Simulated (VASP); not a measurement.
Set up this calculation in VASP 6.6.1, as the native input.

```
Task                   : single point
Functional             : PBE
Potentials or basis    : VASP PAW PBE potentials, release 64 (Ni_sv_GW)
Cutoff                 : 690 eV
k mesh                 : 11 × 11 × 11
Occupations            : fermi-dirac, width 0.05 eV
Spin                   : collinear spin, ferromagnetic start
Starting moments       : [1.2] μB
Fixed moment           : 1.2 μB
Dipole correction      : no
Further INCAR settings : ALGO = Normal; EDIFF = 1e-06; NBANDS = 19
```

The structure of Ni lies in POSCAR:

```
Ni
1.0
   -1.3837154700      1.3837154700      1.3837154700
    1.3837154700     -1.3837154700      1.3837154700
    1.3837154700      1.3837154700     -1.3837154700
Ni
1
Direct
    0.0000000000      0.0000000000      0.0000000000
```

This isn't the form of Ni at room conditions, which is fcc.

One way to write it, as run:

INCAR

```
SYSTEM = Ni
ALGO     = Normal         ! electronic algorithm
EDIFF    = 1E-6           ! SCF threshold, eV
ENCUT    = 690            ! plane-wave cutoff, eV
GGA      = PE             ! functional
GGA_COMPAT= .FALSE.      
ISIF     = 2              ! what is computed and relaxed
ISMEAR   = -1             ! smearing method
ISPIN    = 2              ! spin polarisation
LASPH    = .TRUE.         ! aspherical terms in the spheres
LCHARG   = .FALSE.        ! write CHGCAR
LMAXMIX  = 4              ! l up to which the mixer works
LORBIT   = 11             ! projections on sites
LREAL    = .FALSE.        ! projectors in reciprocal space
LWAVE    = .FALSE.        ! write WAVECAR
MAGMOM   = 1.2            ! initial moments
NBANDS   = 19             ! bands
NELM     = 200            ! most SCF steps
NUPDOWN  = 1.2            ! fixed moment
PREC     = Accurate       ! precision mode
SIGMA    = 0.05           ! smearing width, eV
```

KPOINTS

```
k-points
0
G
  11 11 11
  0 0 0
```

Potentials or basis: VASP PAW PBE potentials, release 64 (Ni_sv_GW).

Command:

```sh
$ cat potpaw_PBE.64/Ni_sv_GW/POTCAR > POTCAR
$ mpirun -np 1 vasp_std > vasp.out
```

It gave:

```json
{"Pressure": "14.5 GPa", "Net moment": "1.20 μB per cell", "Site moments": "Ni +1.17 μB", "Valence electrons inside the program's atomic spheres": "Ni 16.35"}
```

Caveat: the cell stands under pressure; the total moment is fixed, so each spin has its own Fermi level and the state may be an excited one.

It took 33 s on 1 thread of Intel(R) Xeon(R) Platinum 8259CL CPU @ 2.50GHz (Skylake/Cascade Lake), with other jobs on the host, peak memory 0.18 GiB.
